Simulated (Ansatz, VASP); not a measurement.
**Two plane-wave programs on MoS2**

```xyz
6
Lattice="3.1690 0.0000 0.0000 -1.5845 2.7444 0.0000 0.0000 0.0000 12.3240" Properties=species:S:1:pos:R:3 pbc="T T T"
Mo    0.0000    1.8296    3.0810
Mo    1.5845    0.9148    9.2430
S     0.0000    1.8296    7.6779
S     1.5845    0.9148    1.5159
S     0.0000    1.8296   10.8081
S     1.5845    0.9148    4.6461
```

Alike in both runs: task single point; functional PBE; k mesh 8 × 8 × 2; occupations fermi-dirac, width 0.1 eV; no spin polarisation.

```csv
,VASP,Ansatz
version,VASP 6.6.1,Ansatz 0.2.0
potentials or method,"VASP PAW PBE potentials, release 64 (Mo_sv, S), cutoff 520 eV","plane waves, PAW"
valence electrons in the cell,52,52
```

```tsv
	VASP	Ansatz	Ansatz less VASP
pressure (GPa)	1.9	2.0	+0.13
traceless stress, the component that is largest in VASP (GPa)	0.24	0.27	+0.038
```

With one functional, cell and mesh, what is left measures potentials, basis and numerics.
